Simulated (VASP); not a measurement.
Input of a VASP 6.6.1 run:

The input POSCAR:

```
NaH
1.0
    0.0000000000      2.4694376559      2.3615496029
    2.4694376559      0.0000000000      2.3615496029
    2.4694376559      2.4694376559      0.0000000000
Na H
1 1
Direct
    0.0000000000      0.0000000000      0.0000000000
    0.5000000000      0.5000000000      0.5000000000
```

Contents of INCAR.step1:

```
ALGO = Normal ; EDIFF = 1E-4
ENCUT = 520 ; GGA = PE
ISMEAR = 0 ; LASPH = True
LCHARG = False ; LREAL = False
LWAVE = True ; NBANDS = 11
NELM = 80 ; PREC = Accurate
SIGMA = 0.01
```

The input INCAR.step2:

```
ALGO = Normal ; EDIFF = 1E-7
ENCUT = 520 ; ISIF = 2
ISMEAR = 0 ; ISTART = 1
LASPH = True ; LCHARG = False
LMIXTAU = True ; LREAL = False
LWAVE = False ; METAGGA = R2SCAN
NBANDS = 11 ; NELM = 80
PREC = Accurate ; SIGMA = 0.01
```

The input KPOINTS:

```
k-points
0
Gamma
  10 10 10
```

Potentials or basis: VASP PAW PBE potentials, release 64 (Na_pv, H).

Run with:

```bash
$ cat potpaw_PBE.64/Na_pv/POTCAR potpaw_PBE.64/H/POTCAR > POTCAR
$ cp INCAR.step1 INCAR
$ mpirun -np 1 vasp_std > vasp.out
$ cp INCAR.step2 INCAR
$ mpirun -np 1 vasp_std > vasp.out
```

**Question.** What does it give for the band gap on the k mesh?

**Answer.** 4.30 eV (least direct gap 5.16 eV).

**Question.** Predict the pressure.

**Answer.** -1.0 GPa.

Stress tensor (GPa, compression positive):
```
-1.52  0.00  0.00
 0.00 -1.52  0.00
 0.00  0.00 -0.04
```

Caveat: the cell differs from its parent crystal (epitaxial xy strain +3.0%); the structure was generated, so it needn't be the stable form of NaH; the PAW data sets were made with another functional, which shifts forces and pressure a little. A k mesh can miss the band edges.
